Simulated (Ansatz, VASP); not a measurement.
## One calculation of Na2BrCl, two programs

File INCAR:

```
ALGO = Normal
EDIFF = 1E-7
ENCUT = 520
ISIF = 2
ISMEAR = 0
LASPH = True
LCHARG = True
LELF = True
LREAL = False
LVHAR = True
LWAVE = False
NBANDS = 22
NELM = 100
PREC = Accurate
SIGMA = 0.05
```

Contents of KPOINTS:

```
k-points
0
Gamma
  9 9 9
```

The input POSCAR:

```
Na2BrCl
1.0
    1.9888625555      1.1482703318      6.6932981836
   -1.9888625555      1.1482703318      6.6932981836
    0.0000000000     -2.2965406636      6.6932981836
Na Br Cl
2 1 1
Direct
    0.2545086910      0.2545086910      0.2545086910
    0.7454913090      0.7454913090      0.7454913090
    0.5000000000      0.5000000000      0.5000000000
    0.0000000000      0.0000000000      0.0000000000
```

Input for Ansatz:

```yaml
crystal:
  lattice:
    - [1.9888625555, 1.1482703318, 6.6932981836]
    - [-1.9888625555, 1.1482703318, 6.6932981836]
    - [0.0, -2.2965406636, 6.6932981836]
  atoms:
    - { symbol: Na, position: [0.254508691, 0.254508691, 0.254508691] }
    - { symbol: Na, position: [0.745491309, 0.745491309, 0.745491309] }
    - { symbol: Br, position: [0.5, 0.5, 0.5] }
    - { symbol: Cl, position: [0.0, 0.0, 0.0] }
basis:
  ecutwfc: 420
kpoints:
  mp_grid: { grid: [9, 9, 9] }
hamiltonian:
  xc: lda
scf:
  occupations: { method: gaussian, width: 0.05 }
output:
  forces: true
  stress: true
  eigenvalues: true
```

Change from the starting cell: strain +0.0300 x Voigt [0, 0, 1, 0, 0, 0], atoms carried along.

Alike in both runs: task single point; functional LDA; k mesh 9 × 9 × 9; occupations gaussian, width 0.05 eV; no spin polarisation.

```csv
,VASP,Ansatz
version,VASP 6.6.1,Ansatz 0.2.0
potentials or method,"VASP PAW LDA potentials, release 64 (Na_pv, Br, Cl), cutoff 520 eV","scalar-relativistic, plane waves, PAW"
valence electrons in the cell,28,32
```

|  | VASP | Ansatz | Ansatz less VASP |
| --- | --- | --- | --- |
| gap on the k mesh at the Fermi level (eV) | 3.98 | 3.98 | -0.009 |
| least direct gap on the mesh (eV) | 3.98 | 3.98 | -0.009 |
| pressure (GPa) | -0.8 | -0.8 | -0.01 |
| traceless stress, the component that is largest in VASP (GPa) | -0.47 | -0.47 | 0.000 |
| rms of the force components (eV/Å) | 0.004 | 0.004 | +0.0003 |

LDA's correlation is that of Perdew and Zunger in VASP and of Perdew and Wang (1992) in Ansatz. Atom by atom the forces differ by 0.000 eV/Å (rms over components). VASP's potentials hold 28 valence electrons a cell and Ansatz's 32, so a difference there can come from the potentials and not from the codes.
